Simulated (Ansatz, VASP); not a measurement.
Li3Lu: VASP beside Ansatz

```
Li Lu
1.0
     2.49770    1.44205    3.02575
    -2.49770    1.44205    3.02575
     0.00000   -2.88409    3.02575
Li Lu
3 1
Direct
  0.50000 0.50000 0.50000
  0.75403 0.75403 0.75403
  0.24597 0.24597 0.24597
  0.00000 0.00000 0.00000
```

Alike in both runs: task single point; functional PBE; k mesh 6 × 6 × 6; occupations gaussian, width 0.1 eV; no spin polarisation.

```csv
,VASP,Ansatz
version,VASP 6.6.1,Ansatz 0.2.0
potentials or method,"VASP PAW PBE potentials, release 64 (Li_sv, Lu), cutoff 520 eV","scalar-relativistic, plane waves, PAW"
valence electrons in the cell,34,34
```

```tsv
	VASP	Ansatz	Ansatz less VASP
gap on the k mesh at the Fermi level (eV)	none	none	-
rms of the force components (eV/Å)	0.574	0.576	+0.0018
```

Atom by atom the forces differ by 0.002 eV/Å (rms over components). A gap of «none» marks a metal or a gap that the smearing closes.

Neither program's run includes spin-orbit coupling. Noted on VASP's run: the cutoff is under 1.25 times that of the potentials, so the pressure is a little rough.
